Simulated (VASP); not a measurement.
Set up this calculation in VASP 6.6.1, as the native input.

```
Task                   : single point
Functional             : PBE
Potentials or basis    : VASP PAW PBE potentials, release 64 (Al, Ru_pv)
Cutoff                 : 400 eV
k mesh                 : 1 × 1 × 11
Occupations            : gaussian, width 0.05 eV
Spin                   : no spin polarisation
Dipole correction      : no
Further INCAR settings : ALGO = Normal; EDIFF = 1e-06; NBANDS = 82
```

The structure of AlRu lies in POSCAR:

```
AlRu
1.0
   13.9000000000      0.0000000000      0.0000000000
    0.0000000000     13.5000000000      0.0000000000
    0.0000000000      0.0000000000      5.2032273731
Al Ru
8 8
Direct
    0.3235377765      0.3426512089      0.0000000000
    0.3235377765      0.6573487911      0.0000000000
    0.5882311117      0.5000000000      0.0000000000
    0.5000000000      0.3426512089      0.3333333333
    0.5000000000      0.6573487911      0.3333333333
    0.4117688883      0.5000000000      0.6666666667
    0.6764622235      0.3426512089      0.6666666667
    0.6764622235      0.6573487911      0.6666666667
    0.4117688883      0.5000000000      0.1666666667
    0.3235377765      0.3426512089      0.5000000000
    0.3235377765      0.6573487911      0.5000000000
    0.6764622235      0.3426512089      0.1666666667
    0.6764622235      0.6573487911      0.1666666667
    0.5882311117      0.5000000000      0.5000000000
    0.5000000000      0.3426512089      0.8333333333
    0.5000000000      0.6573487911      0.8333333333
```

The input as run:

INCAR

```
SYSTEM = AlRu
PREC = Accurate
ENCUT = 400
EDIFF = 1E-6
ISMEAR = 0
SIGMA = 0.05
LREAL = .False.
LASPH = .True.
NELM = 120
ALGO = Normal
ISIF = 2
LWAVE = .False.
LCHARG = .False.
GGA = PE
NBANDS = 82
GGA_COMPAT = .False.
```

KPOINTS

```
regular mesh
0
Gamma
  1 1 11
  0 0 0
```

Potentials or basis: VASP PAW PBE potentials, release 64 (Al, Ru_pv).

Run with:

```bash
$ cat potpaw_PBE.64/Al/POTCAR potpaw_PBE.64/Ru_pv/POTCAR > POTCAR
$ mpirun -np 1 vasp_std > vasp.out
```

It gave:

The largest force is 1.876 eV/Å and the band gap on the k mesh is zero (bands 68 and 69 overlap by 0.04 eV).

It took 10 min on 1 thread of AMD EPYC 9R45 96-Core Processor (Zen 5), with other jobs on the host, peak memory 0.74 GiB.
